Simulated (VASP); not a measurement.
Here is a VASP 6.6.1 calculation.

Contents of INCAR:

```
PREC = Accurate ; ENCUT = 600
EDIFF = 1E-6 ; ISMEAR = 0
SIGMA = 0.1 ; LREAL = False
LASPH = True ; NELM = 60
ALGO = Normal ; ISIF = 3
LWAVE = False ; LCHARG = False
GGA = PE ; IVDW = 12
IBRION = 2 ; NSW = 70
EDIFFG = -0.005
```

The input KPOINTS:

```
regular mesh
0
Gamma
  14 14 14
```

POSCAR

```
Si2Ni
1.0
    0.0000000000      2.7234321187      2.7234321187
    2.7234321187      0.0000000000      2.7234321187
    2.7234321187      2.7234321187      0.0000000000
Si Ni
2 1
Direct
    0.2500000000      0.2500000000      0.2500000000
    0.7500000000      0.7500000000      0.7500000000
    0.0000000000      0.0000000000      0.0000000000
```

Potentials or basis: VASP PAW PBE potentials, release 64 (Si, Ni).

Launch:

```bash
$ cat potpaw_PBE.64/Si/POTCAR potpaw_PBE.64/Ni/POTCAR > POTCAR
$ mpirun -np 1 vasp_std > vasp.out
```

(1) What does it give for the dispersion energy per atom?

(2) What does it give for the band gap on the k mesh?

Results:

(1) -0.452 eV.

(2) zero (bands 9 and 10 overlap by 2.12 eV).
